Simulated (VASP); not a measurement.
# SiC (F-43m) in VASP: settings compared

SiC is run at these levels: PBE, PBE+D3(BJ); tasks: single point.

Everything below comes from runs of VASP 6.6.1. Logs are shortened: lines on timing, memory, paths and dates and some standing lists are left out, and cuts for length are marked.

## 1. The cell of the first run

Symmetry: F-43m, No. 216, cubic system. Conventional cell: a = 4.290 Å, b = 4.290 Å, c = 4.290 Å, α = 90.00°, β = 90.00°, γ = 90.00°. Si (site symmetry -43m) has 4 C at 1.86 Å within 2.5 Å. Within 2.5 Å of C (site symmetry -43m) lie 4 Si at 1.86 Å.

## 2. Single point, PBE

File INCAR:

```
PREC     = Accurate       # precision mode
ENCUT    = 600            # plane-wave cutoff, eV
EDIFF    = 1E-6           # SCF threshold, eV
ISMEAR   = 0              # smearing method
SIGMA    = 0.02           # smearing width, eV
LREAL    = False          # projectors in reciprocal space
LASPH    = True           # aspherical terms in the spheres
NELM     = 120            # most SCF steps
ALGO     = Normal         # electronic algorithm
ISIF     = 2              # what is computed and relaxed
LWAVE    = False          # write WAVECAR
LCHARG   = False          # write CHGCAR
GGA      = PE             # functional
NBANDS   = 11             # bands
GGA_COMPAT= False
```

File KPOINTS:

```
Automatic mesh
0
Gamma
  10 10 10
```

File POSCAR:

```
SiC
1.0
    0.0000000000      2.1451638703      2.1451638703
    2.1451638703      0.0000000000      2.1451638703
    2.1451638703      2.1451638703      0.0000000000
Si C
1 1
Direct
    0.0000000000      0.0000000000      0.0000000000
    0.2500000000      0.2500000000      0.2500000000
```

Potentials or basis: VASP PAW PBE potentials, release 64 (Si, C).

On the command line:

```bash
$ cat potpaw_PBE.64/Si/POTCAR potpaw_PBE.64/C/POTCAR > POTCAR
$ mpirun -np 1 vasp_std > vasp.out
```

OUTCAR:

```text
PREC = Accurate
   ENCUT = 600
   EDIFF = 1E-6
   ISMEAR = 0
   LREAL = False
   LASPH = True
   NELM = 120
   ISIF = 2
   GGA = PE

 ion  position               nearest neighbor table
   1  0.000  0.000  0.000-   2 1.86   2 1.86   2 1.86   2 1.86
   2  0.250  0.250  0.250-   1 1.86   1 1.86   1 1.86   1 1.86

  LATTYP: Found a face centered cubic cell.
 ALAT       =     4.2903277406

  Lattice vectors:

 A1 = (   0.0000000000,   2.1451638703,   2.1451638703)
 A2 = (   2.1451638703,   0.0000000000,   2.1451638703)
 A3 = (   2.1451638703,   2.1451638703,   0.0000000000)

Analysis of symmetry for initial positions (statically):
=====================================================================
 Subroutine PRICEL returns:
 Original cell was already a primitive cell.

 Routine SETGRP: Setting up the symmetry group for a
 face centered cubic supercell.

 Subroutine GETGRP returns: Found 24 space group operations
 (whereof 24 operations were pure point group operations)
 out of a pool of 48 trial point group operations.

The static configuration has the point symmetry T_d .

Analysis of symmetry for dynamics (positions and initial velocities):
=====================================================================
 Subroutine PRICEL returns:
 Original cell was already a primitive cell.

 Routine SETGRP: Setting up the symmetry group for a
 face centered cubic supercell.

 Subroutine GETGRP returns: Found 24 space group operations
 (whereof 24 operations were pure point group operations)
 out of a pool of 48 trial point group operations.

The dynamic configuration has the point symmetry T_d .

 Subroutine INISYM returns: Found 24 space group operations
 (whereof 24 operations are pure point group operations),
 and found     1 'primitive' translations

----------------------------------------------------------------------------------------

                                     Primitive cell

  volume of cell :      19.7429

  direct lattice vectors                    reciprocal lattice vectors
     0.000000000  2.145163870  2.145163870    -0.233082426  0.233082426  0.233082426
     2.145163870  0.000000000  2.145163870     0.233082426 -0.233082426  0.233082426
     2.145163870  2.145163870  0.000000000     0.233082426  0.233082426 -0.233082426

  length of vectors
     3.033719839  3.033719839  3.033719839     0.403710605  0.403710605  0.403710605

  position of ions in fractional coordinates (direct lattice)
     0.000000000  0.000000000  0.000000000
     0.250000000  0.250000000  0.250000000

  ion indices of the primitive-cell ions
   primitive index   ion index
                 1           1
                 2           2

----------------------------------------------------------------------------------------

 KPOINTS: Automatic mesh

Automatic generation of k-mesh.
 Grid dimensions read from file:
 generate k-points for:   10   10   10

 Generating k-lattice:

  Cartesian coordinates                     Fractional coordinates (reciprocal lattice)
    -0.023308243  0.023308243  0.023308243     0.100000000  0.000000000  0.000000000
     0.023308243 -0.023308243  0.023308243     0.000000000  0.100000000  0.000000000
     0.023308243  0.023308243 -0.023308243     0.000000000  0.000000000  0.100000000

  Length of vectors
     0.040371060  0.040371060  0.040371060

  Shift w.r.t. Gamma in fractional coordinates (k-lattice)
     0.000000000  0.000000000  0.000000000

 Subroutine IBZKPT returns following result:
 ===========================================

 Found     47 irreducible k-points:

 Following reciprocal coordinates:
            Coordinates               Weight
  0.000000  0.000000  0.000000      1.000000
  0.100000  0.000000  0.000000      8.000000
  0.200000  0.000000  0.000000      8.000000
  0.300000  0.000000  0.000000      8.000000
  0.400000  0.000000  0.000000      8.000000
  0.500000  0.000000  0.000000      4.000000
[... 16 lines left out ...]
  0.300000  0.300000  0.000000      6.000000
  0.400000  0.300000  0.000000     24.000000
 [... further k-points ...]
   k-points           NKPTS =     47   k-points in BZ     NKDIM =     47   number of bands    NBANDS=     11
   number of dos      NEDOS =    301   number of ions     NIONS =      2
   total plane-waves  NPLWV =  13824
   dimension x,y,z NGX =    24 NGY =   24 NGZ =   24
   dimension x,y,z NGXF=    48 NGYF=   48 NGZF=   48
   ions per type =               1   1
   NGX,Y,Z   is equivalent  to a cutoff of  13.15, 13.15, 13.15 a.u.
   NGXF,Y,Z  is equivalent  to a cutoff of  26.30, 26.30, 26.30 a.u.
 SYSTEM =  unknown system
   PREC   = accura    normal or accurate (medium, high low for compatibility)
   ISTART =      0    job   : 0-new  1-cont  2-samecut
   ICHARG =      2    charge: 1-file 2-atom 10-const
   ISPIN  =      1    spin polarized calculation?
   LNONCOLLINEAR =      F non collinear calculations
   LSORBIT =      F    spin-orbit coupling
   LASPH  =      T    aspherical Exc in radial PAW
   ENCUT  =  600.0 eV  44.10 Ry    6.64 a.u.   6.06  6.06  6.06*2*pi/ulx,y,z
   NELM   =    120;   NELMIN=  2; NELMDL= -5     # of ELM steps
   EDIFF  = 0.1E-05   stopping-criterion for ELM
   LREAL  =      F    real-space projection
   EDIFFG = 0.1E-04   stopping-criterion for IOM
   NSW    =      0    number of steps for IOM
   IBRION =     -1    ionic relax: 0-MD 1-quasi-New 2-CG
   NFREE  =      0    steps in history (QN), initial steepest desc. (CG)
   ISIF   =      2    stress and relaxation
   ISYM   =      2    0-nonsym 1-usesym 2-fastsym
   POTIM  = 0.5000    time-step for ionic-motion
   TEBEG  =    0.0;   TEEND  =   0.0 temperature during run
   PSTRESS=    0.0 pullay stress
   NELECT =       8.0000    total number of electrons
   NUPDOWN=      -1.0000    fix difference up-down
   EMIN   =  10.00;   EMAX   =-10.00  energy-range for DOS
   EFERMI =   0.00;   METHOD = LEGACY
   ISMEAR =     0;   SIGMA  =   0.02  broadening in eV -4-tet -1-fermi 0-gaus
   EFERMI_NEDOS =   21; number of points for ismear=-14 and -15
   IALGO  =     38    algorithm
   IMIX   =      4    mixing-type and parameters
     AMIX     =   0.40;   BMIX     =  1.00
     AMIX_MAG =   1.60;   BMIX_MAG =  1.00
  volume/ion in A,a.u.               =       9.87        66.62
  Fermi-wavevector in a.u.,A,eV,Ry     =   1.211438  2.289285 19.967650  1.467581
  Thomas-Fermi vector in A             =   2.346953
   LORBIT       =      0    0 simple, 1 ext, 2 COOP (PROOUT), +10 PAW based schemes
   GGA     = PE    functional components
   LHFCALC =     F    Hartree Fock is set to
   AEXX    =    0.0000 exact exchange contribution
   IVDW    =     0    specifies the selected vdW correction
   LEPSILON=     F    determine dielectric tensor
   LRPA    =     F    only Hartree local field effects (RPA)
 non-spin polarized calculation
 Gauss-broadening in eV      SIGMA  =   0.02
  energy-cutoff  :      600.00
  volume of cell :       19.74
 maximum number of plane-waves:       678
   NGX = 13   NGY = 13   NGZ = 13

 number of electron       7.9999999 magnetization

 Free energy of the ion-electron system (eV)
  ---------------------------------------------------
  ext. energy  EPLUGINS =         0.00000000
  ---------------------------------------------------
  free energy    TOTEN  =       -15.00703473 eV

  energy without entropy =      -15.00703473  energy(sigma->0) =      -15.00703473

 E-fermi :   8.7754     XC(G=0): -11.5625

 val. band max:        8.6416964757   @ k =   0.0000   0.0000   0.0000
 cond. band min:       9.9537819491   @ k =   0.5000   0.5000   0.0000
 fundamental gap:      1.3120854734
 Fermi energy:         8.7754311023

 k-point     1 :       0.0000    0.0000    0.0000
  band No.  band energies     occupation
      1      -7.1347      2.00000
      2       8.6417      2.00000
      3       8.6417      2.00000
      4       8.6417      2.00000
      5      15.4283      0.00000
      6      16.2842      0.00000
      7      16.2842      0.00000
      8      16.2842      0.00000
      9      23.4281      0.00000
     10      23.4281      0.00000
     11      25.8636      0.00000

 k-point     2 :       0.1000    0.0000    0.0000
  band No.  band energies     occupation
      1      -6.9319      2.00000
      2       7.6265      2.00000
      3       8.5070      2.00000
      4       8.5070      2.00000
      5      15.6111      0.00000
      6      16.5342      0.00000
      7      16.5342      0.00000
      8      16.6318      0.00000
      9      22.4416      0.00000
     10      22.4416      0.00000
     11      25.3345      0.00000

 k-point     3 :       0.2000    0.0000    0.0000
  band No.  band energies     occupation
      1      -6.3321      2.00000
      2       5.4632      2.00000
      3       8.1976      2.00000
      4       8.1976      2.00000
      5      15.2677      0.00000
      6      16.8816      0.00000
      7      16.8816      0.00000
      8      17.8721      0.00000
      9      21.7676      0.00000
     10      21.7676      0.00000
     11      24.4289      0.00000

 k-point     4 :       0.3000    0.0000    0.0000
  band No.  band energies     occupation
      1      -5.3701      2.00000
      2       3.0817      2.00000
      3       7.8787      2.00000
      4       7.8787      2.00000
      5      14.8593      0.00000
      6      16.6776      0.00000
      7      16.6776      0.00000
      8      18.7758      0.00000
      9      22.6704      0.00000
     10      22.6704      0.00000
     11      24.2453      0.00000

 k-point     5 :       0.4000    0.0000    0.0000
  band No.  band energies     occupation
      1      -4.1708      2.00000
      2       0.9480      2.00000
      3       7.6579      2.00000
      4       7.6579      2.00000
      5      14.5950      0.00000
      6      16.2473      0.00000
      7      16.2473      0.00000
      8      18.9805      0.00000
      9      24.7043      0.00000
     10      24.7043      0.00000
     11      24.9258      0.00000
[... 211 lines left out ...]
 k-point    21 :      -0.3000    0.2000    0.0000
  band No.  band energies     occupation
      1      -3.9398      2.00000
      2       2.0903      2.00000
      3       4.7379      2.00000
      4       7.4566      2.00000
      5      14.3983      0.00000
      6      17.2837      0.00000
      7      17.6757      0.00000
      8      19.3961      0.00000
      9      21.6633      0.00000
     10      24.6107      0.00000
     11      28.2658      0.00000

 k-point    22 :      -0.2000    0.2000    0.0000
  band No.  band energies     occupation
      1      -5.0482      2.00000
      2       3.7670      2.00000
      3       5.3364      2.00000
      4       7.9958      2.00000
      5      15.4386      0.00000
      6      17.0511      0.00000
      7      17.3320      0.00000
      8      18.2138      0.00000
      9      20.3697      0.00000
     10      24.5523      0.00000
     11      28.3244      0.00000

 k-point    23 :       0.3000    0.3000    0.0000
  band No.  band energies     occupation
      1      -4.7740      2.00000
      2       4.2699      2.00000
      3       6.2136      2.00000
      4       6.2136      2.00000
      5      11.8853      0.00000
      6      14.4371      0.00000
      7      20.6458      0.00000
      8      20.6458      0.00000
      9      21.6222      0.00000
     10      26.1033      0.00000
     11      30.8807      0.00000

 k-point    24 :       0.4000    0.3000    0.0000
  band No.  band energies     occupation
      1      -3.8678      2.00000
      2       3.0077      2.00000
      3       5.3975      2.00000
      4       5.9444      2.00000
      5      11.5461      0.00000
      6      14.4646      0.00000
      7      20.7791      0.00000
      8      21.0258      0.00000
      9      22.9754      0.00000
     10      27.1613      0.00000
     11      30.6254      0.00000

 [... further k-points ...]

------------------------ aborting loop because EDIFF is reached ----------------------------------------

  FORCE on cell =-STRESS in cart. coord.  units (eV):
  Direction    XX          YY          ZZ          XY          YZ          ZX
  --------------------------------------------------------------------------------------
  -------------------------------------------------------------------------------------
  Total        1.8011551      1.8011551      1.8011551     -0.0000000     -0.0000000     -0.0000000
  in kB      146.1673138    146.1673138    146.1673138     -0.0000000     -0.0000000     -0.0000000
  external PRESSURE =     146.1673138 kB  Pullay stress =       0.0000000 kB

 VOLUME and BASIS-vectors are now :
 -----------------------------------------------------------------------------
  energy-cutoff  :      600.00
  volume of cell :       19.74
      direct lattice vectors                 reciprocal lattice vectors
     0.000000000  2.145163870  2.145163870    -0.233082426  0.233082426  0.233082426
     2.145163870  0.000000000  2.145163870     0.233082426 -0.233082426  0.233082426
     2.145163870  2.145163870  0.000000000     0.233082426  0.233082426 -0.233082426

 POSITION                                       TOTAL-FORCE (eV/Angst)
 -----------------------------------------------------------------------------------
      0.00000      0.00000      0.00000         0.000000      0.000000     -0.000000
      1.07258      1.07258      1.07258        -0.000000     -0.000000      0.000000
 -----------------------------------------------------------------------------------
    total drift:                                0.000000      0.000000      0.000000

  FREE ENERGIE OF THE ION-ELECTRON SYSTEM (eV)
  ---------------------------------------------------
  free  energy   TOTEN  =       -15.0070347258 eV

  energy  without entropy=      -15.0070347258  energy(sigma->0) =      -15.00703473
```

Wall time 10 s (1 thread of AMD EPYC 7R43 (Zen 3), shared host); peak memory 0.1 GiB.

Results:

```
Free energy            : -15.0070 eV
Pressure               : 14.6 GPa
Band gap on the k mesh : 1.31 eV (least direct gap 4.59 eV)
```

Caveat: the cell stands under pressure.

## 3. Single point, PBE+D3(BJ)

This run uses another cell than the first one, of 10.50 Å³/atom.

File INCAR:

```
PREC = Accurate
ENCUT = 600
EDIFF = 1E-6
ISMEAR = 0
SIGMA = 0.02
LREAL = False
LASPH = True
NELM = 120
ALGO = Normal
ISIF = 2
LWAVE = False
LCHARG = True
GGA = PE
IVDW = 12
LELF = True
LVHAR = True
NBANDS = 11
GGA_COMPAT = False
```

KPOINTS is that of step 2.

File POSCAR:

```
SiC
1.0
    0.0000000000      2.1898675892      2.1898675892
    2.1898675892      0.0000000000      2.1898675892
    2.1898675892      2.1898675892      0.0000000000
Si C
1 1
Direct
    0.0000000000      0.0000000000      0.0000000000
    0.2500000000      0.2500000000      0.2500000000
```

Potentials or basis: VASP PAW PBE potentials, release 64 (Si, C).

On the command line:

```bash
$ cat potpaw_PBE.64/Si/POTCAR potpaw_PBE.64/C/POTCAR > POTCAR
$ mpirun -np 1 vasp_std > vasp.out
```

Wall time 16 s (1 thread of AMD EPYC 7R43 (Zen 3), shared host); peak memory 0.13 GiB.

It converged, with:

```yaml
Free_energy: -15.6555 eV
Pressure: -4.7 GPa
Band_gap_on_the_k_mesh: 1.37 eV (least direct gap 4.53 eV)
Dispersion_energy_per_atom: -0.297 eV
```

Levels at points of the mesh, in eV from the valence-band top:
| k point | band 2 | band 3 | band 4 | band 5 | band 6 | band 7 |
| --- | --- | --- | --- | --- | --- | --- |
| (0.00, 0.00, 0.00) | 0.00 | 0.00 | 0.00 | 6.06 | 7.21 | 7.21 |
| (0.50, 0.00, 0.00) | -8.45 | -1.05 | -1.05 | 5.30 | 7.17 | 7.17 |
| (0.50, 0.50, 0.00) | -7.75 | -3.16 | -3.16 | 1.37 | 4.27 | 13.86 |

Caveat: three body term missing; the cell stands under tension. A k mesh can miss the band edges.
